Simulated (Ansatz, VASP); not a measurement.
## Two plane-wave programs on AgI

The input INCAR:

```
PREC     = Accurate       # precision mode
ENCUT    = 500            # plane-wave cutoff, eV
EDIFF    = 1E-6           # SCF threshold, eV
ISMEAR   = 0              # smearing method
SIGMA    = 0.02           # smearing width, eV
LREAL    = F              # projectors in reciprocal space
LASPH    = T              # aspherical terms in the spheres
NELM     = 120            # most SCF steps
ALGO     = Normal         # electronic algorithm
ISIF     = 2              # what is computed and relaxed
LWAVE    = F              # write WAVECAR
LCHARG   = F              # write CHGCAR
GGA      = PE             # functional
NBANDS   = 16             # bands
GGA_COMPAT= F
```

The input KPOINTS:

```
regular mesh
0
Gamma
  8 8 8
```

POSCAR

```
AgI
1.0
    0.0000000000      3.3483645309      3.3483645309
    3.3483645309      0.0000000000      3.3483645309
    3.3483645309      3.3483645309      0.0000000000
Ag I
1 1
Direct
    0.0000000000      0.0000000000      0.0000000000
    0.2500000000      0.2500000000      0.2500000000
```

Input for Ansatz:

```yaml
crystal:
  lattice:
    - [0.0, 3.3483645309, 3.3483645309]
    - [3.3483645309, 0.0, 3.3483645309]
    - [3.3483645309, 3.3483645309, 0.0]
  atoms:
    - { symbol: Ag, position: [0.0, 0.0, 0.0] }
    - { symbol: I, position: [0.25, 0.25, 0.25] }
basis:
  ecutwfc: 420
kpoints:
  mp_grid: { grid: [8, 8, 8] }
hamiltonian:
  xc: pbe
scf:
  occupations: { method: gaussian, width: 0.02 }
output:
  forces: true
  stress: true
  eigenvalues: true
  write_density: true
  write_potential: true
  elf: true
  volumetric_format: npy
```

Alike in both runs: task single point; functional PBE; k mesh 8 × 8 × 8; occupations gaussian, width 0.02 eV; no spin polarisation.

|  | VASP | Ansatz |
| --- | --- | --- |
| version | VASP 6.6.1 | Ansatz 0.2.0 |
| potentials or method | VASP PAW PBE potentials, release 64 (Ag, I), cutoff 500 eV | scalar-relativistic, plane waves, PAW |
| valence electrons in the cell | 18 | 36 |

VASP gave:

* gap on the k mesh at the Fermi level (eV): 1.35
* least direct gap on the mesh (eV): 1.35
* pressure (GPa): -0.8

Q: Estimate Ansatz's values.

A: gap on the k mesh at the Fermi level (eV): 1.35; least direct gap on the mesh (eV): 1.35; pressure (GPa): -0.7.

VASP's potentials hold 18 valence electrons a cell and Ansatz's 36, so a difference there can come from the potentials and not from the codes.

Neither program's run includes spin-orbit coupling.
